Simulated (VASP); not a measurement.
# Mg3BiSb (Pm-3m) in VASP: notebook

Mg3BiSb is run at these levels: PBE; tasks: single point, relaxation of cell and atoms.

Everything below comes from runs of VASP 6.6.1. Logs are shortened: lines on timing, memory, paths and dates and some standing lists are left out, and cuts for length are marked.

### Step 1. The cell of the first run

The structure is cubic, space group Pm-3m (No. 221). The conventional cell has a = 5.336 Å, b = 5.336 Å, c = 5.336 Å, α = 90.00°, β = 90.00°, γ = 90.00°. Within 3.5 Å of Mg (site symmetry 4/mmm) lie 2 Sb at 2.67 Å. Within 3.5 Å of Sb (site symmetry m-3m) lie 6 Mg at 2.67 Å. Bi (site symmetry m-3m) has 12 Mg at 3.77 Å and 8 Sb at 4.62 Å within 5.0 Å.

### Step 2. Single point, PBE

Input file INCAR:

```
SYSTEM = Mg3BiSb
ALGO = Fast
EDIFF = 1E-6
ENCUT = 520
GGA = PE
ISIF = 2
ISMEAR = 0
LASPH = .TRUE.
LCHARG = .FALSE.
LREAL = .FALSE.
LWAVE = .FALSE.
NBANDS = 21
NELM = 100
PREC = Accurate
SIGMA = 0.1
```

Input file KPOINTS:

```
k-points
0
G
  4 4 4
  0 0 0
```

Input file POSCAR:

```
Mg3BiSb
1.0
    5.3361547547      0.0000000000      0.0000000000
    0.0000000000      5.3361547547      0.0000000000
    0.0000000000      0.0000000000      5.3361547547
Mg Sb Bi
3 1 1
Direct
    0.0000000000      0.5000000000      0.5000000000
    0.5000000000      0.0000000000      0.5000000000
    0.5000000000      0.5000000000      0.0000000000
    0.5000000000      0.5000000000      0.5000000000
    0.0000000000      0.0000000000      0.0000000000
```

Potentials or basis: VASP PAW PBE potentials, release 64 (Mg, Sb, Bi_d).

Launch:

```sh
cat potpaw_PBE.64/Mg/POTCAR potpaw_PBE.64/Sb/POTCAR potpaw_PBE.64/Bi_d/POTCAR > POTCAR
mpirun -np 1 vasp_std > vasp.out
```

OUTCAR:

```text
SYSTEM = Mg3BiSb
   EDIFF = 1E-6
   ENCUT = 520
   GGA = PE
   ISIF = 2
   ISMEAR = 0
   LASPH = .TRUE.
   LREAL = .FALSE.
   NELM = 100
   PREC = Accurate

 ion  position               nearest neighbor table
   1  0.000  0.500  0.500-   4 2.67   4 2.67   5 3.77   5 3.77   5 3.77   5 3.77
   2  0.500  0.000  0.500-   4 2.67   4 2.67   5 3.77   5 3.77   5 3.77   5 3.77
   3  0.500  0.500  0.000-   4 2.67   4 2.67   5 3.77   5 3.77   5 3.77   5 3.77
   4  0.500  0.500  0.500-   1 2.67   2 2.67   3 2.67   3 2.67   2 2.67   1 2.67
   5  0.000  0.000  0.000-   1 3.77   2 3.77   3 3.77   1 3.77   2 3.77   1 3.77   3 3.77   1 3.77
                             2 3.77   3 3.77   2 3.77   3 3.77

  LATTYP: Found a simple cubic cell.
 ALAT       =     5.3361547547

  Lattice vectors:

 A1 = (   5.3361547547,   0.0000000000,   0.0000000000)
 A2 = (   0.0000000000,   5.3361547547,   0.0000000000)
 A3 = (   0.0000000000,   0.0000000000,   5.3361547547)

Analysis of symmetry for initial positions (statically):
=====================================================================
 Subroutine PRICEL returns:
 Original cell was already a primitive cell.

 Routine SETGRP: Setting up the symmetry group for a
 simple cubic supercell.

 Subroutine GETGRP returns: Found 48 space group operations
 (whereof 48 operations were pure point group operations)
 out of a pool of 48 trial point group operations.

The static configuration has the point symmetry O_h .

Analysis of symmetry for dynamics (positions and initial velocities):
=====================================================================
 Subroutine PRICEL returns:
 Original cell was already a primitive cell.

 Routine SETGRP: Setting up the symmetry group for a
 simple cubic supercell.

 Subroutine GETGRP returns: Found 48 space group operations
 (whereof 48 operations were pure point group operations)
 out of a pool of 48 trial point group operations.

The dynamic configuration has the point symmetry O_h .

 Subroutine INISYM returns: Found 48 space group operations
 (whereof 48 operations are pure point group operations),
 and found     1 'primitive' translations

----------------------------------------------------------------------------------------

                                     Primitive cell

  volume of cell :     151.9446

  direct lattice vectors                    reciprocal lattice vectors
     5.336154755  0.000000000  0.000000000     0.187400862  0.000000000  0.000000000
     0.000000000  5.336154755  0.000000000     0.000000000  0.187400862  0.000000000
     0.000000000  0.000000000  5.336154755     0.000000000  0.000000000  0.187400862

  length of vectors
     5.336154755  5.336154755  5.336154755     0.187400862  0.187400862  0.187400862

  position of ions in fractional coordinates (direct lattice)
     0.000000000  0.500000000  0.500000000
     0.500000000  0.000000000  0.500000000
     0.500000000  0.500000000  0.000000000
     0.500000000  0.500000000  0.500000000
     0.000000000  0.000000000  0.000000000

  ion indices of the primitive-cell ions
   primitive index   ion index
                 1           1
                 2           2
                 3           3
                 4           4
                 5           5

----------------------------------------------------------------------------------------

 KPOINTS: k-points

Automatic generation of k-mesh.
 Grid dimensions read from file:
 generate k-points for:    4    4    4

 Generating k-lattice:

  Cartesian coordinates                     Fractional coordinates (reciprocal lattice)
     0.046850215  0.000000000  0.000000000     0.250000000  0.000000000  0.000000000
     0.000000000  0.046850215  0.000000000     0.000000000  0.250000000  0.000000000
     0.000000000  0.000000000  0.046850215     0.000000000  0.000000000  0.250000000

  Length of vectors
     0.046850215  0.046850215  0.046850215

  Shift w.r.t. Gamma in fractional coordinates (k-lattice)
     0.000000000  0.000000000  0.000000000

 Subroutine IBZKPT returns following result:
 ===========================================

 Found     10 irreducible k-points:

 Following reciprocal coordinates:
            Coordinates               Weight
  0.000000  0.000000  0.000000      1.000000
  0.250000  0.000000  0.000000      6.000000
  0.500000  0.000000  0.000000      3.000000
  0.250000  0.250000  0.000000     12.000000
  0.500000  0.250000  0.000000     12.000000
  0.500000  0.500000  0.000000      3.000000
  0.250000  0.250000  0.250000      8.000000
  0.500000  0.250000  0.250000     12.000000
  0.500000  0.500000  0.250000      6.000000
  0.500000  0.500000  0.500000      1.000000
   k-points           NKPTS =     10   k-points in BZ     NKDIM =     10   number of bands    NBANDS=     21
   number of dos      NEDOS =    301   number of ions     NIONS =      5
   total plane-waves  NPLWV =  64000
   dimension x,y,z NGX =    40 NGY =   40 NGZ =   40
   dimension x,y,z NGXF=    80 NGYF=   80 NGZF=   80
   ions per type =               3   1   1
   NGX,Y,Z   is equivalent  to a cutoff of  12.46, 12.46, 12.46 a.u.
   NGXF,Y,Z  is equivalent  to a cutoff of  24.92, 24.92, 24.92 a.u.
 SYSTEM =  Mg3BiSb
   PREC   = accura    normal or accurate (medium, high low for compatibility)
   ISTART =      0    job   : 0-new  1-cont  2-samecut
   ICHARG =      2    charge: 1-file 2-atom 10-const
   ISPIN  =      1    spin polarized calculation?
   LNONCOLLINEAR =      F non collinear calculations
   LSORBIT =      F    spin-orbit coupling
   LASPH  =      T    aspherical Exc in radial PAW
   ENCUT  =  520.0 eV  38.22 Ry    6.18 a.u.   9.92  9.92  9.92*2*pi/ulx,y,z
   NELM   =    100;   NELMIN=  2; NELMDL= -5     # of ELM steps
   EDIFF  = 0.1E-05   stopping-criterion for ELM
   LREAL  =      F    real-space projection
   EDIFFG = 0.1E-04   stopping-criterion for IOM
   NSW    =      0    number of steps for IOM
   IBRION =     -1    ionic relax: 0-MD 1-quasi-New 2-CG
   NFREE  =      0    steps in history (QN), initial steepest desc. (CG)
   ISIF   =      2    stress and relaxation
   ISYM   =      2    0-nonsym 1-usesym 2-fastsym
   POTIM  = 0.5000    time-step for ionic-motion
   TEBEG  =    0.0;   TEEND  =   0.0 temperature during run
   PSTRESS=    0.0 pullay stress
   NELECT =      26.0000    total number of electrons
   NUPDOWN=      -1.0000    fix difference up-down
   EMIN   =  10.00;   EMAX   =-10.00  energy-range for DOS
   EFERMI =   0.00;   METHOD = LEGACY
   ISMEAR =     0;   SIGMA  =   0.10  broadening in eV -4-tet -1-fermi 0-gaus
   EFERMI_NEDOS =   21; number of points for ismear=-14 and -15
   IALGO  =     68    algorithm
   IMIX   =      4    mixing-type and parameters
     AMIX     =   0.40;   BMIX     =  1.00
     AMIX_MAG =   1.60;   BMIX_MAG =  1.00
  volume/ion in A,a.u.               =      30.39       205.07
  Fermi-wavevector in a.u.,A,eV,Ry     =   0.908875  1.717525 11.239146  0.826054
  Thomas-Fermi vector in A             =   2.032853
   LORBIT       =      0    0 simple, 1 ext, 2 COOP (PROOUT), +10 PAW based schemes
   GGA     = PE    functional components
   LHFCALC =     F    Hartree Fock is set to
   AEXX    =    0.0000 exact exchange contribution
   IVDW    =     0    specifies the selected vdW correction
   LEPSILON=     F    determine dielectric tensor
   LRPA    =     F    only Hartree local field effects (RPA)
 non-spin polarized calculation
 RMM-DIIS sequential band-by-band and
 Gauss-broadening in eV      SIGMA  =   0.10
  energy-cutoff  :      520.00
  volume of cell :      151.94
 maximum number of plane-waves:      4130
 NGX is ok and might be reduce to    40
   NGX = 19   NGY = 19   NGZ = 19

 number of electron      26.0000014 magnetization

 Free energy of the ion-electron system (eV)
  ---------------------------------------------------
  ext. energy  EPLUGINS =         0.00000000
  ---------------------------------------------------
  free energy    TOTEN  =       -11.96016675 eV

  energy without entropy =      -11.94656610  energy(sigma->0) =      -11.95336642

 E-fermi :   3.5383     XC(G=0):  -8.4544

 val. band max:        3.5372785422   @ k =   0.2500   0.0000   0.0000
 cond. band min:       3.5687529001   @ k =   0.5000   0.5000   0.0000
 fundamental gap:      0.0314743578
 Fermi energy:         3.5382557315

 k-point     1 :       0.0000    0.0000    0.0000
  band No.  band energies     occupation
      1     -18.0577      2.00000
      2     -18.0577      2.00000
      3     -18.0577      2.00000
      4     -18.0547      2.00000
      5     -18.0547      2.00000
      6      -7.0471      2.00000
[... 13 lines left out ...]
     20       7.9097      0.00000
     21       7.9097      0.00000

 k-point     2 :       0.2500    0.0000    0.0000
  band No.  band energies     occupation
      1     -18.0578      2.00000
      2     -18.0578      2.00000
      3     -18.0577      2.00000
      4     -18.0547      2.00000
      5     -18.0541      2.00000
      6      -6.8905      2.00000
[... 13 lines left out ...]
     20       7.9404      0.00000
     21       8.8921      0.00000

 k-point     3 :       0.5000    0.0000    0.0000
  band No.  band energies     occupation
      1     -18.0580      2.00000
      2     -18.0580      2.00000
      3     -18.0577      2.00000
      4     -18.0547      2.00000
      5     -18.0536      2.00000
      6      -6.6641      2.00000
[... 13 lines left out ...]
     20       7.6180      0.00000
     21       7.6180      0.00000

 k-point     4 :       0.2500    0.2500    0.0000
  band No.  band energies     occupation
      1     -18.0580      2.00000
      2     -18.0578      2.00000
      3     -18.0578      2.00000
      4     -18.0544      2.00000
      5     -18.0539      2.00000
      6      -6.7582      2.00000
[... 13 lines left out ...]
     20       7.4902      0.00000
     21       7.7624      0.00000

 k-point     5 :       0.5000    0.2500    0.0000
  band No.  band energies     occupation
      1     -18.0582      2.00000
      2     -18.0580      2.00000
      3     -18.0578      2.00000
      4     -18.0543      2.00000
      5     -18.0533      2.00000
      6      -6.5843      2.00000
[... 13 lines left out ...]
     20       8.1667      0.00000
     21       8.2336      0.00000

 k-point     6 :       0.5000    0.5000    0.0000
  band No.  band energies     occupation
      1     -18.0583      2.00000
      2     -18.0579      2.00000
      3     -18.0579      2.00000
      4     -18.0541      2.00000
      5     -18.0530      2.00000
      6      -6.4983      2.00000
[... 13 lines left out ...]
     20       8.6001      0.00000
     21       8.9541      0.00000

 k-point     7 :       0.2500    0.2500    0.2500
  band No.  band energies     occupation
      1     -18.0580      2.00000
      2     -18.0580      2.00000
      3     -18.0580      2.00000
      4     -18.0538      2.00000
      5     -18.0538      2.00000
      6      -6.6457      2.00000
[... 13 lines left out ...]
     20       8.7940      0.00000
     21       9.2005      0.00000

 k-point     8 :       0.5000    0.2500    0.2500
  band No.  band energies     occupation
      1     -18.0582      2.00000
      2     -18.0582      2.00000
      3     -18.0580      2.00000
      4     -18.0538      2.00000
      5     -18.0533      2.00000
      6      -6.5083      2.00000
[... 13 lines left out ...]
     20       8.3266      0.00000
     21       8.4775      0.00000

 k-point     9 :       0.5000    0.5000    0.2500
  band No.  band energies     occupation
      1     -18.0583      2.00000
      2     -18.0581      2.00000
      3     -18.0581      2.00000
      4     -18.0535      2.00000
      5     -18.0530      2.00000
      6      -6.4266      2.00000
[... 13 lines left out ...]
     20       8.7426      0.00000
     21       9.0832      0.00000

 k-point    10 :       0.5000    0.5000    0.5000
  band No.  band energies     occupation
      1     -18.0583      2.00000
      2     -18.0583      2.00000
      3     -18.0583      2.00000
      4     -18.0529      2.00000
      5     -18.0529      2.00000
      6      -6.3500      2.00000
[... 13 lines left out ...]
     20       8.9193      0.00000
     21       8.9197      0.00000

------------------------ aborting loop because EDIFF is reached ----------------------------------------

  FORCE on cell =-STRESS in cart. coord.  units (eV):
  Direction    XX          YY          ZZ          XY          YZ          ZX
  --------------------------------------------------------------------------------------
  -------------------------------------------------------------------------------------
  Total        0.1344282      0.1344282      0.1344282     -0.0000000      0.0000000     -0.0000000
  in kB        1.4174758      1.4174758      1.4174758     -0.0000000      0.0000000     -0.0000000
  external PRESSURE =       1.4174758 kB  Pullay stress =       0.0000000 kB

 VOLUME and BASIS-vectors are now :
 -----------------------------------------------------------------------------
  energy-cutoff  :      520.00
  volume of cell :      151.94
      direct lattice vectors                 reciprocal lattice vectors
     5.336154755  0.000000000  0.000000000     0.187400862  0.000000000  0.000000000
     0.000000000  5.336154755  0.000000000     0.000000000  0.187400862  0.000000000
     0.000000000  0.000000000  5.336154755     0.000000000  0.000000000  0.187400862

 POSITION                                       TOTAL-FORCE (eV/Angst)
 -----------------------------------------------------------------------------------
      0.00000      2.66808      2.66808         0.000000      0.000000      0.000000
      2.66808      0.00000      2.66808         0.000000      0.000000      0.000000
      2.66808      2.66808      0.00000         0.000000      0.000000      0.000000
      2.66808      2.66808      2.66808         0.000000      0.000000      0.000000
      0.00000      0.00000      0.00000         0.000000      0.000000      0.000000
 -----------------------------------------------------------------------------------
    total drift:                               -0.000000      0.000000      0.000000

  FREE ENERGIE OF THE ION-ELECTRON SYSTEM (eV)
  ---------------------------------------------------
  free  energy   TOTEN  =       -11.9601667534 eV

  energy  without entropy=      -11.9465660962  energy(sigma->0) =      -11.95336642
```

Wall time 49 s (1 thread of Intel Xeon Platinum 8259CL at 2.50GHz (Skylake/Cascade Lake), shared host); peak memory 0.25 GiB.

What came out:

```
Free energy            : -11.9602 eV
Pressure               : 0.1 GPa
Band gap on the k mesh : zero (bands 13 and 14 overlap by 0.03 eV)
```

Caveat: spin-orbit coupling is left out, which moves the levels of the heavy elements.

(Part 1 of 2 ends here.)

The gap in the log of VASP goes by the Fermi energy; the results here count the filled bands.